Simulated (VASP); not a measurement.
# MgO (Fm-3m) in VASP: single point with HSE06

Aim: the single point of MgO with HSE06.

Everything below comes from runs of VASP 6.6.1. Logs are shortened: lines on timing, memory, paths and dates and some standing lists are left out, and cuts for length are marked.

### Step 1. The cell of the first run

It takes space group Fm-3m (No. 225, cubic). The conventional cell has a = 4.204 Å, b = 4.204 Å, c = 4.204 Å, α = 90.00°, β = 90.00°, γ = 90.00°. Within 2.8 Å of Mg (site symmetry m-3m) lie 6 O at 2.10 Å. Within 2.8 Å of O (site symmetry m-3m) lie 6 Mg at 2.10 Å.

### Step 2. Single point, HSE06

The input, POSCAR:

```
MgO
1.0
    0.0000000000      2.1021680260      2.1021680260
    2.1021680260      0.0000000000      2.1021680260
    2.1021680260      2.1021680260      0.0000000000
Mg O
1 1
Direct
    0.0000000000      0.0000000000      0.0000000000
    0.5000000000      0.5000000000      0.5000000000
```

The input, INCAR.step1:

```
SYSTEM = MgO
ALGO = Normal
EDIFF = 1E-5
ENCUT = 520
GGA = PE
ISIF = 2
ISMEAR = 0
LASPH = .TRUE.
LCHARG = .FALSE.
LREAL = .FALSE.
LWAVE = .TRUE.
NBANDS = 11
NELM = 60
PREC = Accurate
SIGMA = 0.01
```

The input, INCAR.step2:

```
SYSTEM = MgO
ALGO = Normal
EDIFF = 1E-6
ENCUT = 520
GGA = PE
HFSCREEN = 0.2079
ISIF = 2
ISMEAR = 0
ISTART = 1
LASPH = .TRUE.
LCHARG = .FALSE.
LHFCALC = .TRUE.
LREAL = .FALSE.
LWAVE = .FALSE.
NBANDS = 11
NELM = 60
PREC = Accurate
PRECFOCK = Normal
SIGMA = 0.01
```

The input, KPOINTS:

```
k-points
0
G
  6 6 6
  0 0 0
```

Potentials or basis: VASP PAW PBE potentials, release 64 (Mg, O).

Command:

```sh
> cat potpaw_PBE.64/Mg/POTCAR potpaw_PBE.64/O/POTCAR > POTCAR
> cp INCAR.step1 INCAR
> mpirun -np 1 vasp_std > vasp.out
> cp INCAR.step2 INCAR
> mpirun -np 1 vasp_std > vasp.out
```

OUTCAR:

```text
SYSTEM = MgO
   EDIFF = 1E-6
   ENCUT = 520
   GGA = PE
   HFSCREEN = 0.2079
   ISIF = 2
   ISMEAR = 0
   ISTART = 1
   LASPH = .TRUE.
   LHFCALC = .TRUE.
   LREAL = .FALSE.
   NELM = 60
   PREC = Accurate
   PRECFOCK = Normal

 ion  position               nearest neighbor table
   1  0.000  0.000  0.000-   2 2.10   2 2.10   2 2.10   2 2.10   2 2.10   2 2.10
   2  0.500  0.500  0.500-   1 2.10   1 2.10   1 2.10   1 2.10   1 2.10   1 2.10

  LATTYP: Found a face centered cubic cell.
 ALAT       =     4.2043360520

  Lattice vectors:

 A1 = (   0.0000000000,   2.1021680260,   2.1021680260)
 A2 = (   2.1021680260,   0.0000000000,   2.1021680260)
 A3 = (   2.1021680260,   2.1021680260,   0.0000000000)

Analysis of symmetry for initial positions (statically):
=====================================================================
 Subroutine PRICEL returns:
 Original cell was already a primitive cell.

 Routine SETGRP: Setting up the symmetry group for a
 face centered cubic supercell.

 Subroutine GETGRP returns: Found 48 space group operations
 (whereof 48 operations were pure point group operations)
 out of a pool of 48 trial point group operations.

The static configuration has the point symmetry O_h .

Analysis of symmetry for dynamics (positions and initial velocities):
=====================================================================
 Subroutine PRICEL returns:
 Original cell was already a primitive cell.

 Routine SETGRP: Setting up the symmetry group for a
 face centered cubic supercell.

 Subroutine GETGRP returns: Found 48 space group operations
 (whereof 48 operations were pure point group operations)
 out of a pool of 48 trial point group operations.

The dynamic configuration has the point symmetry O_h .

 Subroutine INISYM returns: Found 48 space group operations
 (whereof 48 operations are pure point group operations),
 and found     1 'primitive' translations

----------------------------------------------------------------------------------------

                                     Primitive cell

  volume of cell :      18.5794

  direct lattice vectors                    reciprocal lattice vectors
     0.000000000  2.102168026  2.102168026    -0.237849684  0.237849684  0.237849684
     2.102168026  0.000000000  2.102168026     0.237849684 -0.237849684  0.237849684
     2.102168026  2.102168026  0.000000000     0.237849684  0.237849684 -0.237849684

  length of vectors
     2.972914533  2.972914533  2.972914533     0.411967737  0.411967737  0.411967737

  position of ions in fractional coordinates (direct lattice)
     0.000000000  0.000000000  0.000000000
     0.500000000  0.500000000  0.500000000

  ion indices of the primitive-cell ions
   primitive index   ion index
                 1           1
                 2           2

----------------------------------------------------------------------------------------

 KPOINTS: k-points

Automatic generation of k-mesh.
 Grid dimensions read from file:
 generate k-points for:    6    6    6

 Generating k-lattice:

  Cartesian coordinates                     Fractional coordinates (reciprocal lattice)
    -0.039641614  0.039641614  0.039641614     0.166666667  0.000000000  0.000000000
     0.039641614 -0.039641614  0.039641614     0.000000000  0.166666667  0.000000000
     0.039641614  0.039641614 -0.039641614     0.000000000  0.000000000  0.166666667

  Length of vectors
     0.068661289  0.068661289  0.068661289

  Shift w.r.t. Gamma in fractional coordinates (k-lattice)
     0.000000000  0.000000000  0.000000000

 Subroutine IBZKPT returns following result:
 ===========================================

 Found     16 irreducible k-points:

 Following reciprocal coordinates:
            Coordinates               Weight
  0.000000  0.000000  0.000000      1.000000
  0.166667  0.000000  0.000000      8.000000
  0.333333  0.000000  0.000000      8.000000
  0.500000  0.000000  0.000000      4.000000
  0.166667  0.166667  0.000000      6.000000
  0.333333  0.166667  0.000000     24.000000
[... 8 lines left out ...]
 -0.333333  0.333333  0.166667     24.000000
 -0.333333  0.500000  0.166667     12.000000
   k-points           NKPTS =     16   k-points in BZ     NKDIM =    216   number of bands    NBANDS=     11
   number of dos      NEDOS =    301   number of ions     NIONS =      2
   total plane-waves  NPLWV =  13824
   dimension x,y,z NGX =    24 NGY =   24 NGZ =   24
   dimension x,y,z NGXF=    48 NGYF=   48 NGZF=   48
   ions per type =               1   1
   NGX,Y,Z   is equivalent  to a cutoff of  13.42, 13.42, 13.42 a.u.
   NGXF,Y,Z  is equivalent  to a cutoff of  26.84, 26.84, 26.84 a.u.
 SYSTEM =  MgO
   PREC   = accura    normal or accurate (medium, high low for compatibility)
   ISTART =      1    job   : 0-new  1-cont  2-samecut
   ICHARG =      0    charge: 1-file 2-atom 10-const
   ISPIN  =      1    spin polarized calculation?
   LNONCOLLINEAR =      F non collinear calculations
   LSORBIT =      F    spin-orbit coupling
   LASPH  =      T    aspherical Exc in radial PAW
   ENCUT  =  520.0 eV  38.22 Ry    6.18 a.u.   5.53  5.53  5.53*2*pi/ulx,y,z
   NELM   =     60;   NELMIN=  2; NELMDL=  0     # of ELM steps
   EDIFF  = 0.1E-05   stopping-criterion for ELM
   LREAL  =      F    real-space projection
   EDIFFG = 0.1E-04   stopping-criterion for IOM
   NSW    =      0    number of steps for IOM
   IBRION =     -1    ionic relax: 0-MD 1-quasi-New 2-CG
   NFREE  =      0    steps in history (QN), initial steepest desc. (CG)
   ISIF   =      2    stress and relaxation
   ISYM   =      3    0-nonsym 1-usesym 2-fastsym
   POTIM  = 0.5000    time-step for ionic-motion
   TEBEG  =    0.0;   TEEND  =   0.0 temperature during run
   PSTRESS=    0.0 pullay stress
   NELECT =       8.0000    total number of electrons
   NUPDOWN=      -1.0000    fix difference up-down
   EMIN   =  10.00;   EMAX   =-10.00  energy-range for DOS
   EFERMI =   0.00;   METHOD = LEGACY
   ISMEAR =     0;   SIGMA  =   0.01  broadening in eV -4-tet -1-fermi 0-gaus
   EFERMI_NEDOS =   21; number of points for ismear=-14 and -15
   IALGO  =     38    algorithm
   IMIX   =      1    mixing-type and parameters
     AMIX     =   0.40;   BMIX     =  1.00
     AMIX_MAG =   1.60;   BMIX_MAG =  1.00
  volume/ion in A,a.u.               =       9.29        62.69
  Fermi-wavevector in a.u.,A,eV,Ry     =   1.236215  2.336108 20.792804  1.528228
  Thomas-Fermi vector in A             =   2.370833
   LORBIT       =      0    0 simple, 1 ext, 2 COOP (PROOUT), +10 PAW based schemes
   GGA     = PE    functional components
   LHFCALC =     T    Hartree Fock is set to
   PRECFOCK=normal    Normal, Fast or Accurate (Low or Medium for compatibility)
   ENCUT4O =  -1.0   cutoff for four orbital integrals eV
   NKREDX  =     1    reduce k-point grid by
   NKREDY  =     1    reduce k-point grid by
   NKREDZ  =     1    reduce k-point grid by
   AEXX    =    0.2500 exact exchange contribution
   HFSCREEN=    0.2079 screening length (either q_TF or 0.3 A-1)
   HFSCREENC=   0.2079 screening length for correlation (either q_TF or 0.3 A-1)
   ENCUTFOCK=  -1.0 apply spherical cutoff to Coloumb kernel
   IVDW    =     0    specifies the selected vdW correction
   LEPSILON=     F    determine dielectric tensor
   LRPA    =     F    only Hartree local field effects (RPA)
 non-spin polarized calculation
 Gauss-broadening in eV      SIGMA  =   0.01
  energy-cutoff  :      520.00
  volume of cell :       18.58
 maximum number of plane-waves:       531
 NGX is ok and might be reduce to    24
  NGX = 18; NGY = 18; NGZ = 18

 number of electron       8.0000004 magnetization

 Free energy of the ion-electron system (eV)
  ---------------------------------------------------
  ext. energy  EPLUGINS =         0.00000000
  ---------------------------------------------------
  free energy    TOTEN  =       -14.21001000 eV

  energy without entropy =      -14.21001000  energy(sigma->0) =      -14.21001000

 E-fermi :   2.1435     XC(G=0):  -9.1174

 val. band max:        1.9804130505   @ k =   0.0000   0.0000   0.0000
 cond. band min:       8.4771049983   @ k =   0.0000   0.0000   0.0000
 fundamental gap:      6.4966919478
 Fermi energy:         2.1435410764

 k-point     1 :       0.0000    0.0000    0.0000
  band No.  band energies     occupation
      1     -16.8718      2.00000
      2       1.9804      2.00000
      3       1.9804      2.00000
      4       1.9804      2.00000
      5       8.4771      0.00000
      6      19.7649      0.00000
      7      19.7649      0.00000
      8      19.7649      0.00000
      9      23.7082      0.00000
     10      25.6478      0.00000
     11      25.6478      0.00000

 k-point     2 :       0.1667    0.0000    0.0000
  band No.  band energies     occupation
      1     -16.5714      2.00000
      2       0.4106      2.00000
      3       1.7890      2.00000
      4       1.7890      2.00000
      5       9.9425      0.00000
      6      17.4113      0.00000
      7      20.3792      0.00000
      8      20.3792      0.00000
      9      24.3698      0.00000
     10      24.3698      0.00000
     11      26.5189      0.00000

 k-point     3 :       0.3333    0.0000    0.0000
  band No.  band energies     occupation
      1     -15.8972      2.00000
      2      -1.9392      2.00000
      3       1.4304      2.00000
      4       1.4304      2.00000
      5      11.5013      0.00000
      6      16.4401      0.00000
      7      20.6264      0.00000
      8      20.6264      0.00000
      9      25.1326      0.00000
     10      25.1326      0.00000
     11      25.6834      0.00000

 k-point     4 :       0.5000    0.0000    0.0000
  band No.  band energies     occupation
      1     -15.5112      2.00000
      2      -2.9741      2.00000
      3       1.2618      2.00000
      4       1.2618      2.00000
      5      11.6862      0.00000
      6      16.9085      0.00000
      7      20.3571      0.00000
      8      20.3571      0.00000
      9      25.1004      0.00000
     10      26.8641      0.00000
     11      26.8641      0.00000

 k-point     5 :       0.1667    0.1667    0.0000
  band No.  band energies     occupation
      1     -16.4790      2.00000
      2       0.3352      2.00000
      3       1.5569      2.00000
      4       1.5569      2.00000
      5      10.4556      0.00000
      6      16.5653      0.00000
      7      20.7533      0.00000
      8      20.7533      0.00000
      9      21.7823      0.00000
     10      26.5225      0.00000
     11      28.7879      0.00000
[... 99 lines left out ...]
 k-point    13 :       0.5000    0.5000    0.0000
  band No.  band energies     occupation
      1     -15.2341      2.00000
      2      -2.4268      2.00000
      3       0.5030      2.00000
      4       0.5030      2.00000
      5      12.8394      0.00000
      6      13.8893      0.00000
      7      17.3996      0.00000
      8      23.4362      0.00000
      9      23.4362      0.00000
     10      29.8151      0.00000
     11      31.1675      0.00000

 k-point    14 :       0.5000    0.3333    0.1667
  band No.  band energies     occupation
      1     -15.5026      2.00000
      2      -1.8100      2.00000
      3      -0.0161      2.00000
      4       0.8730      2.00000
      5      14.0396      0.00000
      6      14.9700      0.00000
      7      17.6098      0.00000
      8      21.4504      0.00000
      9      23.7090      0.00000
     10      27.1749      0.00000
     11      32.1851      0.00000

 k-point    15 :      -0.3333    0.3333    0.1667
  band No.  band energies     occupation
      1     -15.2660      2.00000
      2      -1.8731      2.00000
      3      -0.6753      2.00000
      4       0.6046      2.00000
      5      14.5282      0.00000
      6      16.0532      0.00000
      7      16.7911      0.00000
      8      20.7020      0.00000
      9      24.9973      0.00000
     10      26.3390      0.00000
     11      32.2318      0.00000

 k-point    16 :      -0.3333    0.5000    0.1667
  band No.  band energies     occupation
      1     -15.1928      2.00000
      2      -1.8560      2.00000
      3      -0.4389      2.00000
      4       0.1770      2.00000
      5      14.4195      0.00000
      6      15.4273      0.00000
      7      16.6558      0.00000
      8      20.7453      0.00000
      9      24.5846      0.00000
     10      28.9420      0.00000
     11      30.6403      0.00000

------------------------ aborting loop because EDIFF is reached ----------------------------------------

  FORCE on cell =-STRESS in cart. coord.  units (eV):
  Direction    XX          YY          ZZ          XY          YZ          ZX
  --------------------------------------------------------------------------------------
  -------------------------------------------------------------------------------------
  Total       -0.0749533     -0.0749533     -0.0749533      0.0000000      0.0000000      0.0000000
  in kB       -6.4635157     -6.4635157     -6.4635157      0.0000000      0.0000000      0.0000000
  external PRESSURE =      -6.4635157 kB  Pullay stress =       0.0000000 kB

 VOLUME and BASIS-vectors are now :
 -----------------------------------------------------------------------------
  energy-cutoff  :      520.00
  volume of cell :       18.58
      direct lattice vectors                 reciprocal lattice vectors
     0.000000000  2.102168026  2.102168026    -0.237849684  0.237849684  0.237849684
     2.102168026  0.000000000  2.102168026     0.237849684 -0.237849684  0.237849684
     2.102168026  2.102168026  0.000000000     0.237849684  0.237849684 -0.237849684

 POSITION                                       TOTAL-FORCE (eV/Angst)
 -----------------------------------------------------------------------------------
      0.00000      0.00000      0.00000        -0.000000      0.000000     -0.000000
      2.10217      2.10217      2.10217         0.000000     -0.000000      0.000000
 -----------------------------------------------------------------------------------
    total drift:                               -0.000317     -0.000418     -0.000403

  FREE ENERGIE OF THE ION-ELECTRON SYSTEM (eV)
  ---------------------------------------------------
  free  energy   TOTEN  =       -14.2100099987 eV

  energy  without entropy=      -14.2100099987  energy(sigma->0) =      -14.21001000
```

It took 8.1 min on 1 thread of AMD EPYC 7R43 (Zen 3), shared host; peak memory 0.21 GiB.

Results:

```yaml
Free_energy: -14.2100 eV
Pressure: -0.6 GPa
Band_gap_on_the_k_mesh: 6.50 eV
```

Levels at points of the mesh, in eV from the valence-band top:
| k point | band 2 | band 3 | band 4 | band 5 | band 6 | band 7 |
| --- | --- | --- | --- | --- | --- | --- |
| (0.00, 0.00, 0.00) | 0.00 | 0.00 | 0.00 | 6.50 | 17.78 | 17.78 |
| (0.50, 0.00, 0.00) | -4.95 | -0.72 | -0.72 | 9.71 | 14.93 | 18.38 |
| (0.50, 0.50, 0.00) | -4.41 | -1.48 | -1.48 | 10.86 | 11.91 | 15.42 |

Caveat: the k points lie up to 0.43 Å⁻¹ apart; the PAW data sets were made with another functional, which shifts forces and pressure a little.
